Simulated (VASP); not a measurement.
A run of VASP 6.6.1 is set up as follows.

The input INCAR:

```
PREC     = Accurate       # precision mode
ENCUT    = 520            # plane-wave cutoff, eV
EDIFF    = 1E-6           # SCF threshold, eV
ISMEAR   = 0              # smearing method
SIGMA    = 0.05           # smearing width, eV
LREAL    = False          # projectors in reciprocal space
LASPH    = True           # aspherical terms in the spheres
NELM     = 80             # most SCF steps
ALGO     = Normal         # electronic algorithm
ISIF     = 2              # what is computed and relaxed
LWAVE    = False          # write WAVECAR
LCHARG   = False          # write CHGCAR
GGA      = PE             # functional
NBANDS   = 35             # bands
```

File KPOINTS:

```
regular mesh
0
Gamma
  12 12 2
```

File POSCAR:

```
Te2Mo
1.0
    3.5570664331      0.0000000000      0.0000000000
   -1.7785332165      3.0805098940      0.0000000000
    0.0000000000      0.0000000000     15.2047186580
Te Mo
4 2
Direct
    0.3333333333      0.6666666667      0.6310943552
    0.6666666667      0.3333333333      0.1310943552
    0.3333333333      0.6666666667      0.8689056448
    0.6666666667      0.3333333333      0.3689056448
    0.3333333333      0.6666666667      0.2500000000
    0.6666666667      0.3333333333      0.7500000000
```

Potentials or basis: VASP PAW PBE potentials, release 64 (Te, Mo_sv).

Run with:

```sh
$ cat potpaw_PBE.64/Te/POTCAR potpaw_PBE.64/Mo_sv/POTCAR > POTCAR
$ mpirun -np 1 vasp_std > vasp.out
```

Question: Estimate the pressure.

Answer: 0.0 GPa.

Question: Estimate the band gap on the k mesh.

Answer: 1.01 eV (least direct gap 1.03 eV).

Question: Estimate the largest force.

Answer: 0.011 eV/Å.

Stress tensor (GPa, compression positive):
```
-0.02  0.00  0.00
 0.00 -0.02  0.00
 0.00  0.00  0.11
```

Caveat: spin-orbit coupling is left out, which moves the levels of the heavy elements; this functional lacks dispersion, which binds layers or chains, so the pressure and a relaxed spacing across them are unreliable.

**What was measured.**

“Broadband infrared study of pressure-tunable Fano resonance and metallization transition in 2H-MoTe2”, 2022, pmc:9569381 quotes, for a bulk crystal of Te2Mo at 300 K: band gap 0.88 ± 0.05 eV (indirect).

Against the measured gap of Te2Mo, 0.88 eV (indirect; 300 K; quoted in “Broadband infrared study of pressure-tunable Fano resonance and metallization transition in 2H-MoTe2”, 2022, pmc:9569381), the calculated 1.01 eV is off by +0.13 eV. Spin-orbit coupling on Mo, Te is left out. The value is that of PBE on a finite k mesh, which can miss the band edges, without temperature or zero-point motion.
